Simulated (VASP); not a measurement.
**KOs3: single point with PBE**

KOs3:

```xyz
8
Lattice="7.5884 0.0000 0.0000 -3.7942 6.5718 0.0000 0.0000 0.0000 4.3346" Properties=species:S:1:pos:R:3 pbc="T T T"
K     0.0000    4.3812    1.0837
K     3.7942    2.1906    3.2510
Os    3.7942    5.1263    1.0837
Os   -2.5424    5.8490    3.2510
Os    1.2518    0.7227    1.0837
Os    0.0000    1.4455    3.2510
Os    6.3366    0.7227    1.0837
Os    2.5424    5.8490    3.2510
```

* Program: VASP 6.6.1
* Task: single point
* Functional: PBE
* Potentials or basis: VASP PAW PBE potentials, release 64 (K_sv, Os)
* Cutoff: 520 eV
* k mesh: 6 × 6 × 10
* Occupations: gaussian, width 0.1 eV
* Spin: no spin polarisation
* Dipole correction: no
* Further INCAR settings: ALGO = Fast; EDIFF = 1e-06; NBANDS = 43

```yaml
Pressure: 0.1 GPa
Largest_force: 0.033 eV/Å
Band_gap_on_the_k_mesh: zero (bands 33 and 34 overlap by 0.40 eV)
```

Forces in eV/Å, atoms in the order of the input:
```
K    0.000  0.000  0.000
K    0.000  0.000  0.000
Os   0.000 -0.033  0.000
Os   0.029 -0.017  0.000
Os   0.029  0.017  0.000
Os   0.000  0.033  0.000
Os  -0.029  0.017  0.000
Os  -0.029 -0.017  0.000
```

Levels at points of the mesh, in eV from the Fermi level:
```csv
k point,band 29,band 30,band 31,band 32,band 33,band 34,band 35,band 36,band 37,band 38
"(0.00, 0.00, 0.00)",-0.91,-0.69,-0.21,-0.21,-0.12,0.20,0.20,0.28,0.28,0.29
"(0.50, 0.00, 0.00)",-0.96,-0.95,-0.81,-0.71,-0.15,0.08,0.19,0.22,0.22,0.23
"(0.00, 0.00, 0.50)",-0.31,-0.31,0.07,0.07,0.07,0.07,0.86,0.86,1.00,1.00
"(0.50, 0.00, 0.50)",-0.36,-0.36,-0.16,-0.16,-0.02,-0.02,0.60,0.60,0.77,0.77
```

Wall time 10 min on 1 thread of Intel(R) Xeon(R) Platinum 8375C CPU @ 2.90GHz (Ice Lake) (shared host), peak memory 0.5 GiB.

Caveat: spin-orbit coupling is left out, which moves the levels of the heavy elements.
